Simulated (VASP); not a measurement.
# Zn in VASP: single point with PBEsol+D4

Aim: the single point of Zn with PBEsol+D4.

Everything below comes from runs of VASP 6.6.1. Logs are shortened: lines on timing, memory, paths and dates and some standing lists are left out, and cuts for length are marked.

### Step 1. The cell of the first run

The cell holds a slab with vacuum, 12 atoms: a = 5.196 Å, b = 5.196 Å, c = 24.780 Å, α = 90.00°, β = 90.00°, γ = 120.00°.

### Step 2. Single point, PBEsol+D4

INCAR reads:

```
SYSTEM = Zn
PREC = Accurate
ENCUT = 400
EDIFF = 1E-6
ISMEAR = 1
SIGMA = 0.1
LREAL = .FALSE.
LASPH = .TRUE.
NELM = 120
ALGO = Normal
ISIF = 2
LWAVE = .FALSE.
LCHARG = .FALSE.
LDIPOL = .TRUE.
IDIPOL = 3
DIPOL = 0.5 0.5 0.379
GGA = PS
IVDW = 13
NBANDS = 84
GGA_COMPAT = .FALSE.
NELMDL = -8
```

KPOINTS reads:

```
regular mesh
0
G
  9 9 1
  0 0 0
```

POSCAR reads:

```
Zn
1.0
    2.5981682185      4.5001593610      0.0000000000
   -5.1963364369      0.0000000000      0.0000000000
    0.0000000000      0.0000000000     24.7800028513
Zn
12
Direct
    0.1666666667      0.3333333333      0.2824858432
    0.1666666667      0.8333333333      0.2824858432
    0.6666666667      0.3333333333      0.2824858432
    0.6666666667      0.8333333333      0.2824858432
    0.3344531939      0.6668657569      0.3788821059
    0.3333333333      0.1666666667      0.3786615409
    0.8331342431      0.6675874370      0.3788821059
    0.8324125630      0.1655468061      0.3788821059
    0.1673236168      0.3337503464      0.4732271767
    0.1662496536      0.8335732704      0.4732271767
    0.6664267296      0.3326763832      0.4732271767
    0.6666666667      0.8333333333      0.4845651554
```

Potentials or basis: VASP PAW PBE potentials, release 64 (Zn).

Run with:

```console
$ cat potpaw_PBE.64/Zn/POTCAR > POTCAR
$ mpirun -np 1 vasp_std > vasp.out
```

OUTCAR:

```text
SYSTEM = Zn
   PREC = Accurate
   ENCUT = 400
   EDIFF = 1E-6
   ISMEAR = 1
   LREAL = .FALSE.
   LASPH = .TRUE.
   NELM = 120
   ISIF = 2
   GGA = PS
   IVDW = 13
   NELMDL = -8

 ion  position               nearest neighbor table
   1  0.167  0.333  0.282-   2 2.60   2 2.60   4 2.60   4 2.60   3 2.60   3 2.60   6 2.82   5 2.82
                             8 2.82
   2  0.167  0.833  0.282-   1 2.60   1 2.60   3 2.60   3 2.60   4 2.60   4 2.60   6 2.82   7 2.82
                             5 2.82
   3  0.667  0.333  0.282-   4 2.60   4 2.60   2 2.60   2 2.60   1 2.60   1 2.60   6 2.82   8 2.82
                             7 2.82
   4  0.667  0.833  0.282-   3 2.60   3 2.60   1 2.60   1 2.60   2 2.60   2 2.60   7 2.82   8 2.82
                             5 2.82
   5  0.334  0.667  0.379-   8 2.59   7 2.59   6 2.60   6 2.60   8 2.61   7 2.61   9 2.78  10 2.78
                             4 2.82   1 2.82   2 2.82  12 3.02
   6  0.333  0.167  0.379-   5 2.60   7 2.60   8 2.60   8 2.60   7 2.60   5 2.60   9 2.78  10 2.78
                            11 2.78   1 2.82   2 2.82   3 2.82
   7  0.833  0.668  0.379-   8 2.59   5 2.59   6 2.60   6 2.60   8 2.61   5 2.61  10 2.78  11 2.78
                             4 2.82   2 2.82   3 2.82  12 3.02
   8  0.832  0.166  0.379-   7 2.59   5 2.59   6 2.60   6 2.60   7 2.61   5 2.61  11 2.78   9 2.78
                             4 2.82   3 2.82   1 2.82  12 3.02
   9  0.167  0.334  0.473-  10 2.60  11 2.60  10 2.60  11 2.60  12 2.61  12 2.62   5 2.78   8 2.78
                             6 2.78
  10  0.166  0.834  0.473-   9 2.60  11 2.60   9 2.60  11 2.60  12 2.61  12 2.62   7 2.78   5 2.78
                             6 2.78
  11  0.666  0.333  0.473-  10 2.60   9 2.60  10 2.60   9 2.60  12 2.61  12 2.62   8 2.78   7 2.78
                             6 2.78
  12  0.667  0.833  0.485-  10 2.61   9 2.61  11 2.61  11 2.62   9 2.62  10 2.62   7 3.02   8 3.02
                             5 3.02

  LATTYP: Found a hexagonal cell.
 ALAT       =     5.1963364370
 C/A-ratio  =     4.7687448940

  Lattice vectors:

 A1 = (   2.5981682185,   4.5001593610,   0.0000000000)
 A2 = (  -5.1963364369,   0.0000000000,   0.0000000000)
 A3 = (   0.0000000000,   0.0000000000,  24.7800028513)

Analysis of symmetry for initial positions (statically):
=====================================================================
 Subroutine PRICEL returns:
 Original cell was already a primitive cell.

 Routine SETGRP: Setting up the symmetry group for a
 hexagonal supercell.

 Subroutine GETGRP returns: Found  3 space group operations
 (whereof  1 operations were pure point group operations)
 out of a pool of 24 trial point group operations.

The static configuration has the point symmetry C_1 .
 The point group associated with its full space group is C_3 .

Analysis of symmetry for dynamics (positions and initial velocities):
=====================================================================
 Subroutine PRICEL returns:
 Original cell was already a primitive cell.

 Routine SETGRP: Setting up the symmetry group for a
 hexagonal supercell.

 Subroutine GETGRP returns: Found  3 space group operations
 (whereof  1 operations were pure point group operations)
 out of a pool of 24 trial point group operations.

The dynamic configuration has the point symmetry C_1 .
 The point group associated with its full space group is C_3 .

 Subroutine INISYM returns: Found  3 space group operations
 (whereof  1 operations are pure point group operations),
 and found     1 'primitive' translations

----------------------------------------------------------------------------------------

                                     Primitive cell

  volume of cell :     579.4641

  direct lattice vectors                    reciprocal lattice vectors
     2.598168219  4.500159361  0.000000000     0.000000000  0.222214353  0.000000000
    -5.196336437  0.000000000  0.000000000    -0.192443275  0.111107176  0.000000000
     0.000000000  0.000000000 24.780002851     0.000000000  0.000000000  0.040355120

  length of vectors
     5.196336437  5.196336437 24.780002851     0.222214353  0.222214353  0.040355120

  position of ions in fractional coordinates (direct lattice)
     0.166666667  0.333333333  0.282485843
     0.166666667  0.833333333  0.282485843
     0.666666667  0.333333333  0.282485843
     0.666666667  0.833333333  0.282485843
     0.334453194  0.666865757  0.378882106
     0.333333333  0.166666667  0.378661541
     0.833134243  0.667587437  0.378882106
     0.832412563  0.165546806  0.378882106
     0.167323617  0.333750346  0.473227177
     0.166249654  0.833573270  0.473227177
     0.666426730  0.332676383  0.473227177
     0.666666667  0.833333333  0.484565155

  ion indices of the primitive-cell ions
   primitive index   ion index
                 1           1
                 2           2
                 3           3
                 4           4
                 5           5
                 6           6
                 7           7
                 8           8
                 9           9
                10          10
                11          11
                12          12

----------------------------------------------------------------------------------------

 KPOINTS: regular mesh

Automatic generation of k-mesh.
 Grid dimensions read from file:
 generate k-points for:    9    9    1

 Generating k-lattice:

  Cartesian coordinates                     Fractional coordinates (reciprocal lattice)
     0.000000000  0.024690484  0.000000000     0.111111111  0.000000000  0.000000000
    -0.021382586  0.012345242  0.000000000    -0.000000000  0.111111111  0.000000000
     0.000000000  0.000000000  0.040355120     0.000000000  0.000000000  1.000000000

  Length of vectors
     0.024690484  0.024690484  0.040355120

  Shift w.r.t. Gamma in fractional coordinates (k-lattice)
     0.000000000  0.000000000  0.000000000

 Subroutine IBZKPT returns following result:
 ===========================================

 Found     15 irreducible k-points:

 Following reciprocal coordinates:
            Coordinates               Weight
  0.000000  0.000000  0.000000      1.000000
  0.111111  0.000000  0.000000      6.000000
  0.222222  0.000000  0.000000      6.000000
  0.333333  0.000000  0.000000      6.000000
  0.444444  0.000000  0.000000      6.000000
  0.111111  0.111111  0.000000      6.000000
  0.222222  0.111111  0.000000      6.000000
 -0.222222  0.333333  0.000000      6.000000
  0.333333  0.111111  0.000000      6.000000
 -0.333333  0.444444  0.000000      6.000000
  0.444444  0.111111  0.000000      6.000000
  0.222222  0.222222  0.000000      6.000000
  0.333333  0.222222  0.000000      6.000000
 -0.333333 -0.444444  0.000000      6.000000
  0.333333  0.333333  0.000000      2.000000
   k-points           NKPTS =     15   k-points in BZ     NKDIM =     15   number of bands    NBANDS=     84
   number of dos      NEDOS =    301   number of ions     NIONS =     12
   total plane-waves  NPLWV = 209952
   dimension x,y,z NGX =    36 NGY =   36 NGZ =  162
   dimension x,y,z NGXF=    72 NGYF=   72 NGZF=  324
   ions per type =              12
   NGX,Y,Z   is equivalent  to a cutoff of  11.52, 11.52, 10.87 a.u.
   NGXF,Y,Z  is equivalent  to a cutoff of  23.03, 23.03, 21.74 a.u.
 SYSTEM =  Zn
   PREC   = accura    normal or accurate (medium, high low for compatibility)
   ISTART =      0    job   : 0-new  1-cont  2-samecut
   ICHARG =      2    charge: 1-file 2-atom 10-const
   ISPIN  =      1    spin polarized calculation?
   LNONCOLLINEAR =      F non collinear calculations
   LSORBIT =      F    spin-orbit coupling
   LASPH  =      T    aspherical Exc in radial PAW
   ENCUT  =  400.0 eV  29.40 Ry    5.42 a.u.   8.47  8.47 40.41*2*pi/ulx,y,z
   NELM   =    120;   NELMIN=  2; NELMDL= -8     # of ELM steps
   EDIFF  = 0.1E-05   stopping-criterion for ELM
   LREAL  =      F    real-space projection
   EDIFFG = 0.1E-04   stopping-criterion for IOM
   NSW    =      0    number of steps for IOM
   IBRION =     -1    ionic relax: 0-MD 1-quasi-New 2-CG
   NFREE  =      0    steps in history (QN), initial steepest desc. (CG)
   ISIF   =      2    stress and relaxation
   ISYM   =      2    0-nonsym 1-usesym 2-fastsym
   POTIM  = 0.5000    time-step for ionic-motion
   TEBEG  =    0.0;   TEEND  =   0.0 temperature during run
   PSTRESS=    0.0 pullay stress
   NELECT =     144.0000    total number of electrons
   NUPDOWN=      -1.0000    fix difference up-down
   EMIN   =  10.00;   EMAX   =-10.00  energy-range for DOS
   EFERMI =   0.00;   METHOD = LEGACY
   ISMEAR =     1;   SIGMA  =   0.10  broadening in eV -4-tet -1-fermi 0-gaus
   EFERMI_NEDOS =   21; number of points for ismear=-14 and -15
   IALGO  =     38    algorithm
   IMIX   =      4    mixing-type and parameters
     AMIX     =   0.40;   BMIX     =  1.00
     AMIX_MAG =   1.60;   BMIX_MAG =  1.00
  volume/ion in A,a.u.               =      48.29       325.87
  Fermi-wavevector in a.u.,A,eV,Ry     =   1.029248  1.944997 14.413360  1.059352
  Thomas-Fermi vector in A             =   2.163286
   LORBIT       =      0    0 simple, 1 ext, 2 COOP (PROOUT), +10 PAW based schemes
   GGA     = PS    functional components
   LHFCALC =     F    Hartree Fock is set to
   AEXX    =    0.0000 exact exchange contribution
   IVDW    =    13    specifies the selected vdW correction
   LEPSILON=     F    determine dielectric tensor
   LRPA    =     F    only Hartree local field effects (RPA)
 non-spin polarized calculation
 Methfessel and Paxton  Order N= 1 SIGMA  =   0.10
  energy-cutoff  :      400.00
  volume of cell :      579.46
 maximum number of plane-waves:     10623
 NGX is ok and might be reduce to    36
   NGX = 17   NGY = 17   NGZ = 81

 dipolmoment           0.000000      0.000000      0.000411 electrons x Angstroem

 number of electron     144.0000301 magnetization

 dipolmoment           0.000000      0.000000     -0.003502 electrons x Angstroem

 Free energy of the ion-electron system (eV)
  ---------------------------------------------------
  ext. energy  EPLUGINS =         0.00000000
  ---------------------------------------------------
  free energy    TOTEN  =       -17.63668472 eV

  energy without entropy =      -17.63653754  energy(sigma->0) =      -17.63663566

 E-fermi :  -2.0611     XC(G=0):  -4.2223

 val. band max:       -2.1697523985   @ k =  -0.3333  -0.4444   0.0000
 cond. band min:      -2.0556396019   @ k =   0.3333   0.0000   0.0000
 fundamental gap:      0.1141127966
 Fermi energy:        -2.0611061044

 k-point     1 :       0.0000    0.0000    0.0000
  band No.  band energies     occupation
      1     -12.4391      2.00000
      2     -11.1342      2.00000
      3     -10.7975      2.00000
      4     -10.6201      2.00000
      5     -10.6201      2.00000
      6     -10.6068      2.00000
[... 76 lines left out ...]
     83       0.6722      0.00000
     84       1.6994      0.00000

 k-point     2 :       0.1111    0.0000    0.0000
  band No.  band energies     occupation
      1     -12.3443      2.00000
      2     -11.0541      2.00000
      3     -10.7475      2.00000
      4     -10.6046      2.00000
      5     -10.5858      2.00000
      6     -10.5752      2.00000
[... 1120 lines left out ...]
     83       2.8842      0.00000
     84       3.4250      0.00000

 k-point    15 :       0.3333    0.3333    0.0000
  band No.  band energies     occupation
      1     -10.4614      2.00000
      2     -10.4456      2.00000
      3     -10.3829      2.00000
      4     -10.1355      2.00000
      5     -10.1175      2.00000
      6     -10.1089      2.00000
[... 76 lines left out ...]
     83       2.7525      0.00000
     84       3.0580      0.00000

------------------------ aborting loop because EDIFF is reached ----------------------------------------

 vacuum level on the upper side and lower side of the slab       (xc-potential included)        -0.141        -0.113

  DFT-D4 for vdW energy calculation

  Edisp (eV):   -1.61612

  FORCE on cell =-STRESS in cart. coord.  units (eV):
  Direction    XX          YY          ZZ          XY          YZ          ZX
  --------------------------------------------------------------------------------------
  -------------------------------------------------------------------------------------
  Total      -6.15216    -6.15216    -1.24782     0.00000     0.00000     0.00000
  in kB     -17.01028   -17.01028    -3.45013     0.00000     0.00000     0.00000
  external pressure =      -12.49 kB  Pullay stress =        0.00 kB

 VOLUME and BASIS-vectors are now :
 -----------------------------------------------------------------------------
  energy-cutoff  :      400.00
  volume of cell :      579.46
      direct lattice vectors                 reciprocal lattice vectors
     2.598168219  4.500159361  0.000000000     0.000000000  0.222214353  0.000000000
    -5.196336437  0.000000000  0.000000000    -0.192443275  0.111107176  0.000000000
     0.000000000  0.000000000 24.780002851     0.000000000  0.000000000  0.040355120

 POSITION                                       TOTAL-FORCE (eV/Angst)
 -----------------------------------------------------------------------------------
     -1.29908      0.75003      7.00000        -0.001827     -0.001505      0.031975
     -3.89725      0.75003      7.00000         0.002217     -0.000830      0.031975
      0.00000      3.00011      7.00000        -0.000390      0.002335      0.031975
     -2.59817      3.00011      7.00000         0.000000     -0.000000     -0.021294
     -2.59629      1.50509      9.38870        -0.008478      0.019131      0.007572
     -0.00000      1.50005      9.38323        -0.000000     -0.000000      0.007171
     -1.30439      3.74924      9.38870        -0.012329     -0.016908      0.007572
      1.30251      3.74599      9.38870         0.020807     -0.002223      0.007572
     -1.29954      0.75298     11.72657         0.000790     -0.012599      0.070215
     -3.89958      0.74815     11.72657         0.010516      0.006984      0.070215
      0.00279      2.99903     11.72657        -0.011307      0.005615      0.070215
     -2.59817      3.00011     12.00753         0.000000     -0.000000     -0.315163
 -----------------------------------------------------------------------------------
    total drift:                               -0.000001      0.000003     -0.000388

  FREE ENERGIE OF THE ION-ELECTRON SYSTEM (eV)
  ---------------------------------------------------
  free  energy   TOTEN  =       -19.2528044050 eV

  energy  without entropy=      -19.2526572225  energy(sigma->0) =      -19.25275534

 vacuum level on the upper side and lower side of the slab         2.104         2.130
```

It took 19 min on 1 thread of Intel Xeon Platinum 8375C at 2.90GHz (Ice Lake), shared host; peak memory 0.65 GiB.

What came out:

- Free energy: -19.2528 eV
- Largest force: 0.315 eV/Å
- Band gap on the k mesh: zero (band 72 reaches -1.36 eV, above the bottom of band 73 at -3.39 eV)
- Dispersion energy per atom: -0.135 eV

Forces on the atoms (eV/Å):
```
Zn  -0.002 -0.002  0.032
Zn   0.002 -0.001  0.032
Zn   0.000  0.002  0.032
Zn   0.000  0.000 -0.021
Zn  -0.008  0.019  0.008
Zn   0.000  0.000  0.007
Zn  -0.012 -0.017  0.008
Zn   0.021 -0.002  0.008
Zn   0.001 -0.013  0.070
Zn   0.011  0.007  0.070
Zn  -0.011  0.006  0.070
Zn   0.000  0.000 -0.315
```

Levels at points of the mesh, in eV from the Fermi level:
```
           k point  band 70  band 71  band 72  band 73  band 74  band 75
(0.00, 0.00, 0.00)    -1.65    -1.40    -1.33    -1.33     0.79     0.79
```

Caveat: the PAW data sets were made with another functional, which shifts forces and pressure a little.
